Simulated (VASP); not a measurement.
Here is a VASP 6.6.1 calculation.

The input INCAR:

```
  PREC = Accurate
  ENCUT = 520
  EDIFF = 1E-6
  ISMEAR = 0
  SIGMA = 0.1
  LREAL = F
  LASPH = T
  NELM = 60
  ALGO = Normal
  ISIF = 2
  LWAVE = F
  LCHARG = F
  LDIPOL = T
  IDIPOL = 3
  DIPOL = 0.5 0.5 0.500
  GGA = PS
  NBANDS = 36
```

File KPOINTS:

```
regular mesh
0
Gamma
  13 13 1
```

POSCAR

```
Ir
1.0
    2.7083818992      0.0000000000      0.0000000000
    0.0000000000      2.7083818992      0.0000000000
    0.0000000000      0.0000000000     24.5755760347
Ir
6
Direct
    0.5000000000      0.5000000000      0.3051810460
    0.0000000000      0.0000000000      0.3831086276
    0.5000000000      0.5000000000      0.4610362092
    0.0000000000      0.0000000000      0.5389637908
    0.5000000000      0.5000000000      0.6168913724
    0.0000000000      0.0000000000      0.6948189540
```

Potentials or basis: VASP PAW PBE potentials, release 64 (Ir).

The run is started by

```bash
$ cat potpaw_PBE.64/Ir/POTCAR > POTCAR
$ mpirun -np 1 vasp_std > vasp.out
```

(1) What does it give for the band gap on the k mesh?

(2) Estimate the largest force.

Answers

(1) zero (band 27 reaches 3.14 eV, above the bottom of band 28 at 0.97 eV).

(2) 0.976 eV/Å.

Caveat: the PAW data sets were made with another functional, which shifts forces and pressure a little; spin-orbit coupling is left out, which moves the levels of the heavy elements.
